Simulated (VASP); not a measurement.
# WC (P-6m2) in VASP: a series of runs

Runs on WC. Level: LDA. Tasks: single point, relaxation of cell and atoms.

All numbers are computed with VASP 6.6.1; they aren't measurements. Logs are shortened: lines on timing, memory, paths and dates and some standing lists are left out, and cuts for length are marked.

## Step 1: The cell of the first run

Symmetry: P-6m2, No. 187, hexagonal system. Conventional cell: a = 2.884 Å, b = 2.884 Å, c = 2.812 Å, α = 90.00°, β = 90.00°, γ = 120.00°. W (site symmetry -6m2) has 6 C at 2.18 Å and 8 W at 2.81 to 2.88 Å within 2.9 Å. Within 2.9 Å of C (site symmetry -6m2) lie 6 W at 2.18 Å and 8 C at 2.81 to 2.88 Å.

## Step 2: Single point, LDA

INCAR

```
SYSTEM = WC
PREC = Accurate
ENCUT = 520
EDIFF = 1E-6
ISMEAR = 0
SIGMA = 0.1
LREAL = .FALSE.
LASPH = .TRUE.
NELM = 100
ALGO = Normal
ISIF = 2
LWAVE = .FALSE.
LCHARG = .TRUE.
LELF = .TRUE.
LVHAR = .TRUE.
NBANDS = 16
```

KPOINTS

```
regular mesh
0
G
  18 18 14
  0 0 0
```

POSCAR

```
WC
1.0
    2.8835783791      0.0000000000      0.0000000000
   -1.4417891896      2.4972521301      0.0000000000
    0.0000000000      0.0000000000      2.8124809402
W C
1 1
Direct
    0.0000000000      0.0000000000      0.0000000000
    0.6666666667      0.3333333333      0.5000000000
```

Potentials or basis: VASP PAW LDA potentials, release 64 (W_sv, C).

Command:

```bash
> cat potpaw_LDA.64/W_sv/POTCAR potpaw_LDA.64/C/POTCAR > POTCAR
> mpirun -np 1 vasp_std > vasp.out
```

OUTCAR:

```text
SYSTEM = WC
   PREC = Accurate
   ENCUT = 520
   EDIFF = 1E-6
   ISMEAR = 0
   LREAL = .FALSE.
   LASPH = .TRUE.
   NELM = 100
   ISIF = 2

 ion  position               nearest neighbor table
   1  0.000  0.000  0.000-   2 2.18   2 2.18   2 2.18   2 2.18   2 2.18   2 2.18
   2  0.667  0.333  0.500-   1 2.18   1 2.18   1 2.18   1 2.18   1 2.18   1 2.18

  LATTYP: Found a hexagonal cell.
 ALAT       =     2.8835783791
 C/A-ratio  =     0.9753440241

  Lattice vectors:

 A1 = (   2.8835783791,   0.0000000000,   0.0000000000)
 A2 = (  -1.4417891896,   2.4972521301,   0.0000000000)
 A3 = (   0.0000000000,   0.0000000000,   2.8124809402)

Analysis of symmetry for initial positions (statically):
=====================================================================
 Subroutine PRICEL returns:
 Original cell was already a primitive cell.

 Routine SETGRP: Setting up the symmetry group for a
 hexagonal supercell.

 Subroutine GETGRP returns: Found 12 space group operations
 (whereof 12 operations were pure point group operations)
 out of a pool of 24 trial point group operations.

The static configuration has the point symmetry D_3h.

Analysis of symmetry for dynamics (positions and initial velocities):
=====================================================================
 Subroutine PRICEL returns:
 Original cell was already a primitive cell.

 Routine SETGRP: Setting up the symmetry group for a
 hexagonal supercell.

 Subroutine GETGRP returns: Found 12 space group operations
 (whereof 12 operations were pure point group operations)
 out of a pool of 24 trial point group operations.

The dynamic configuration has the point symmetry D_3h.

 Subroutine INISYM returns: Found 12 space group operations
 (whereof 12 operations are pure point group operations),
 and found     1 'primitive' translations

----------------------------------------------------------------------------------------

                                     Primitive cell

  volume of cell :      20.2527

  direct lattice vectors                    reciprocal lattice vectors
     2.883578379  0.000000000  0.000000000     0.346791337  0.200220071  0.000000000
    -1.441789190  2.497252130  0.000000000     0.000000000  0.400440143  0.000000000
     0.000000000  0.000000000  2.812480940     0.000000000  0.000000000  0.355557965

  length of vectors
     2.883578379  2.883578379  2.812480940     0.400440143  0.400440143  0.355557965

  position of ions in fractional coordinates (direct lattice)
     0.000000000  0.000000000  0.000000000
     0.666666667  0.333333333  0.500000000

  ion indices of the primitive-cell ions
   primitive index   ion index
                 1           1
                 2           2

----------------------------------------------------------------------------------------

 KPOINTS: regular mesh

Automatic generation of k-mesh.
 Grid dimensions read from file:
 generate k-points for:   18   18   14

 Generating k-lattice:

  Cartesian coordinates                     Fractional coordinates (reciprocal lattice)
     0.019266185  0.011123337  0.000000000     0.055555556  0.000000000  0.000000000
     0.000000000  0.022246675  0.000000000     0.000000000  0.055555556  0.000000000
     0.000000000  0.000000000  0.025396998     0.000000000  0.000000000  0.071428571

  Length of vectors
     0.022246675  0.022246675  0.025396998

  Shift w.r.t. Gamma in fractional coordinates (k-lattice)
     0.000000000  0.000000000  0.000000000

 Subroutine IBZKPT returns following result:
 ===========================================

 Found    296 irreducible k-points:

 Following reciprocal coordinates:
            Coordinates               Weight
  0.000000  0.000000  0.000000      1.000000
  0.055556 -0.000000  0.000000      6.000000
  0.111111 -0.000000  0.000000      6.000000
  0.166667  0.000000  0.000000      6.000000
  0.222222 -0.000000  0.000000      6.000000
  0.277778  0.000000  0.000000      6.000000
[... 16 lines left out ...]
  0.333333  0.111111  0.000000     12.000000
  0.388889  0.111111  0.000000     12.000000
 [... further k-points ...]
   k-points           NKPTS =    296   k-points in BZ     NKDIM =    296   number of bands    NBANDS=     16
   number of dos      NEDOS =    301   number of ions     NIONS =      2
   total plane-waves  NPLWV =  13824
   dimension x,y,z NGX =    24 NGY =   24 NGZ =   24
   dimension x,y,z NGXF=    48 NGYF=   48 NGZF=   48
   ions per type =               1   1
   NGX,Y,Z   is equivalent  to a cutoff of  13.84, 13.84, 14.19 a.u.
   NGXF,Y,Z  is equivalent  to a cutoff of  27.67, 27.67, 28.37 a.u.
 SYSTEM =  WC
   PREC   = accura    normal or accurate (medium, high low for compatibility)
   ISTART =      0    job   : 0-new  1-cont  2-samecut
   ICHARG =      2    charge: 1-file 2-atom 10-const
   ISPIN  =      1    spin polarized calculation?
   LNONCOLLINEAR =      F non collinear calculations
   LSORBIT =      F    spin-orbit coupling
   LASPH  =      T    aspherical Exc in radial PAW
   ENCUT  =  520.0 eV  38.22 Ry    6.18 a.u.   5.36  5.36  5.23*2*pi/ulx,y,z
   NELM   =    100;   NELMIN=  2; NELMDL= -5     # of ELM steps
   EDIFF  = 0.1E-05   stopping-criterion for ELM
   LREAL  =      F    real-space projection
   EDIFFG = 0.1E-04   stopping-criterion for IOM
   NSW    =      0    number of steps for IOM
   IBRION =     -1    ionic relax: 0-MD 1-quasi-New 2-CG
   NFREE  =      0    steps in history (QN), initial steepest desc. (CG)
   ISIF   =      2    stress and relaxation
   ISYM   =      2    0-nonsym 1-usesym 2-fastsym
   POTIM  = 0.5000    time-step for ionic-motion
   TEBEG  =    0.0;   TEEND  =   0.0 temperature during run
   PSTRESS=    0.0 pullay stress
   NELECT =      18.0000    total number of electrons
   NUPDOWN=      -1.0000    fix difference up-down
   EMIN   =  10.00;   EMAX   =-10.00  energy-range for DOS
   EFERMI =   0.00;   METHOD = LEGACY
   ISMEAR =     0;   SIGMA  =   0.10  broadening in eV -4-tet -1-fermi 0-gaus
   EFERMI_NEDOS =   21; number of points for ismear=-14 and -15
   IALGO  =     38    algorithm
   IMIX   =      4    mixing-type and parameters
     AMIX     =   0.40;   BMIX     =  1.00
     AMIX_MAG =   1.60;   BMIX_MAG =  1.00
  volume/ion in A,a.u.               =      10.13        68.34
  Fermi-wavevector in a.u.,A,eV,Ry     =   1.573999  2.974427 33.708059  2.477472
  Thomas-Fermi vector in A             =   2.675199
   LORBIT       =      0    0 simple, 1 ext, 2 COOP (PROOUT), +10 PAW based schemes
   GGA     = CA    functional components
   LHFCALC =     F    Hartree Fock is set to
   AEXX    =    0.0000 exact exchange contribution
   IVDW    =     0    specifies the selected vdW correction
   LEPSILON=     F    determine dielectric tensor
   LRPA    =     F    only Hartree local field effects (RPA)
 non-spin polarized calculation
 Gauss-broadening in eV      SIGMA  =   0.10
  energy-cutoff  :      520.00
  volume of cell :       20.25
 maximum number of plane-waves:       574
 NGX is ok and might be reduce to    24
   NGX = 11   NGY = 11   NGZ = 11

 number of electron      18.0000000 magnetization

 Free energy of the ion-electron system (eV)
  ---------------------------------------------------
  ext. energy  EPLUGINS =         0.00000000
  ---------------------------------------------------
  free energy    TOTEN  =       -24.70003693 eV

  energy without entropy =      -24.69882427  energy(sigma->0) =      -24.69943060

 E-fermi :  11.3577     XC(G=0): -14.1120

 val. band max:       11.3523644376   @ k =   0.3333   0.2222   0.0000
 cond. band min:      11.3666641744   @ k =   0.4444  -0.0000   0.4286
 fundamental gap:      0.0142997368
 Fermi energy:        11.3576665332

 k-point     1 :       0.0000    0.0000    0.0000
  band No.  band energies     occupation
      1     -62.1479      2.00000
      2     -26.3890      2.00000
      3     -26.2784      2.00000
      4     -26.2784      2.00000
      5      -3.1205      2.00000
      6       6.8793      2.00000
[... 8 lines left out ...]
     15      25.9949      0.00000
     16      28.3347      0.00000

 k-point     2 :       0.0556   -0.0000    0.0000
  band No.  band energies     occupation
      1     -62.1459      2.00000
      2     -26.3852      2.00000
      3     -26.3074      2.00000
      4     -26.2849      2.00000
      5      -3.0355      2.00000
      6       6.9112      2.00000
[... 8 lines left out ...]
     15      25.7798      0.00000
     16      28.5103      0.00000

 k-point     3 :       0.1111   -0.0000    0.0000
  band No.  band energies     occupation
      1     -62.1401      2.00000
      2     -26.3900      2.00000
      3     -26.3745      2.00000
      4     -26.3036      2.00000
      5      -2.7874      2.00000
      6       6.8914      2.00000
[... 8 lines left out ...]
     15      25.4261      0.00000
     16      29.0166      0.00000

 k-point     4 :       0.1667    0.0000    0.0000
  band No.  band energies     occupation
      1     -62.1312      2.00000
      2     -26.5148      2.00000
      3     -26.3580      2.00000
      4     -26.3321      2.00000
      5      -2.3963      2.00000
      6       6.5335      2.00000
[... 8 lines left out ...]
     15      25.2289      0.00000
     16      29.7977      0.00000
[... 324 lines left out ...]
 k-point    22 :       0.2778    0.1111    0.0000
  band No.  band energies     occupation
      1     -62.0945      2.00000
      2     -26.9610      2.00000
      3     -26.4922      2.00000
      4     -26.2901      2.00000
      5      -0.5451      2.00000
      6       4.9545      2.00000
[... 8 lines left out ...]
     15      26.7384      0.00000
     16      28.2373      0.00000

 k-point    23 :       0.3333    0.1111    0.0000
  band No.  band energies     occupation
      1     -62.0860      2.00000
      2     -27.0604      2.00000
      3     -26.5278      2.00000
      4     -26.2744      2.00000
      5      -0.0187      2.00000
      6       4.6285      2.00000
[... 8 lines left out ...]
     15      26.3175      0.00000
     16      28.4256      0.00000

 k-point    24 :       0.3889    0.1111    0.0000
  band No.  band energies     occupation
      1     -62.0805      2.00000
      2     -27.1246      2.00000
      3     -26.5509      2.00000
      4     -26.2641      2.00000
      5       0.3641      2.00000
      6       4.4164      2.00000
[... 8 lines left out ...]
     15      25.4567      0.00000
     16      29.1395      0.00000

 [... further k-points ...]
[... 5 lines left out ...]
  --------------------------------------------------------------------------------------
  -------------------------------------------------------------------------------------
  Total        0.3213784      0.3213784      0.3871971     -0.0000000      0.0000000     -0.0000000
  in kB       25.4239783     25.4239783     30.6308458     -0.0000000      0.0000000     -0.0000000
  external PRESSURE =      27.1596008 kB  Pullay stress =       0.0000000 kB

 VOLUME and BASIS-vectors are now :
 -----------------------------------------------------------------------------
  energy-cutoff  :      520.00
  volume of cell :       20.25
      direct lattice vectors                 reciprocal lattice vectors
     2.883578379  0.000000000  0.000000000     0.346791337  0.200220071  0.000000000
    -1.441789190  2.497252130  0.000000000     0.000000000  0.400440143  0.000000000
     0.000000000  0.000000000  2.812480940     0.000000000  0.000000000  0.355557965

 POSITION                                       TOTAL-FORCE (eV/Angst)
 -----------------------------------------------------------------------------------
      0.00000      0.00000      0.00000         0.000000     -0.000000      0.000000
      1.44179      0.83242      1.40624        -0.000000      0.000000      0.000000
 -----------------------------------------------------------------------------------
    total drift:                                0.000000     -0.000000      0.000000

  FREE ENERGIE OF THE ION-ELECTRON SYSTEM (eV)
  ---------------------------------------------------
  free  energy   TOTEN  =       -24.7000369321 eV

  energy  without entropy=      -24.6988242678  energy(sigma->0) =      -24.69943060
```

It took 25 s on 1 thread of Intel Xeon 6975P-C (Granite Rapids), shared host; peak memory 0.21 GiB.

What came out:

| Item | Value |
| --- | --- |
| Free energy | -24.7000 eV |
| Pressure | 2.7 GPa |
| Band gap on the k mesh | zero (bands 9 and 10 overlap by 1.26 eV) |

Caveat: spin-orbit coupling is left out, which moves the levels of the heavy elements.

## Step 3: Relaxation of cell and atoms, LDA

INCAR

```
PREC = Accurate
ENCUT = 600
EDIFF = 1E-7
ISMEAR = 0
SIGMA = 0.1
LREAL = False
LASPH = True
NELM = 100
ALGO = Normal
ISIF = 3
LWAVE = False
LCHARG = False
GGA = CA
IBRION = 2
NSW = 100
EDIFFG = -0.005
```

KPOINTS

```
regular mesh
0
Gamma
  18 18 14
```

POSCAR

```
WC
1.0
    2.8851010916      0.0000000000      0.0000000000
   -1.4425505458      2.4985708378      0.0000000000
    0.0000000000      0.0000000000      2.8105388683
W C
1 1
Direct
    0.0000000000      0.0000000000      0.0000000000
    0.6666666667      0.3333333333      0.5000000000
```

Potentials or basis: VASP PAW LDA potentials, release 64 (W_sv, C).

Command:

```bash
> cat potpaw_LDA.64/W_sv/POTCAR potpaw_LDA.64/C/POTCAR > POTCAR
> mpirun -np 1 vasp_std > vasp.out
```

Run time: 72 s. Hardware: 1 thread of Intel Xeon 6975P-C (Granite Rapids), shared host; peak memory 0.22 GiB.

It converged, with:

| Property | Result |
| --- | --- |
| Free energy | -24.7024 eV |
| Relaxed volume | 10.19 Å³/atom |
| Relaxed cell | a = 2.889 Å, b = 2.889 Å, c = 2.818 Å, α = 90.00°, β = 90.00°, γ = 120.00° |
| Space group after relaxing (to 0.1 Å) | P-6m2 (No. 187) |
| Energy gained by relaxing | 0.5 meV/atom |
| Ionic steps | 6 |
| Pressure after relaxing | 0.0 GPa |
| Band gap on the k mesh | zero (bands 9 and 10 overlap by 1.25 eV) |

The path:
```tsv
step	energy change (eV)	largest force (eV/Å)	pressure (GPa)	volume (Å³)
1	0.0000	0.0000	2.53	20.26
2	0.0075	0.0000	-7.17	20.73
3	-0.0010	0.0000	-0.05	20.38
4	-0.0010	0.0000	0.00	20.38
5	-0.0010	0.0000	0.04	20.37
6	-0.0010	0.0000	0.03	20.38
```

Final structure:
```xyz
2
Lattice="2.8893 0.0000 0.0000 -1.4447 2.5022 0.0000 0.0000 0.0000 2.8184" Properties=species:S:1:pos:R:3 pbc="T T T"
W     0.0000    0.0000    0.0000
C     1.4447    0.8341    1.4092
```

Levels at points of the mesh, in eV from the Fermi level:
| k point | band 6 | band 7 | band 8 | band 9 | band 10 | band 11 | band 12 | band 13 |
| --- | --- | --- | --- | --- | --- | --- | --- | --- |
| (0.00, 0.00, 0.00) | -4.44 | -3.43 | -3.43 | 0.12 | 3.26 | 3.26 | 5.69 | 5.69 |
| (0.50, 0.00, 0.00) | -7.05 | -3.71 | -3.67 | -0.45 | 2.34 | 4.59 | 4.97 | 6.92 |
| (0.00, 0.00, 0.50) | -8.73 | -2.09 | -2.09 | -0.65 | -0.65 | 3.72 | 4.53 | 4.53 |
| (0.50, 0.00, 0.50) | -6.56 | -4.43 | -4.16 | 0.37 | 4.50 | 5.42 | 6.84 | 9.31 |

Caveat: spin-orbit coupling is left out, which moves the levels of the heavy elements.

The gap in the log of VASP goes by the Fermi energy; the results here count the filled bands.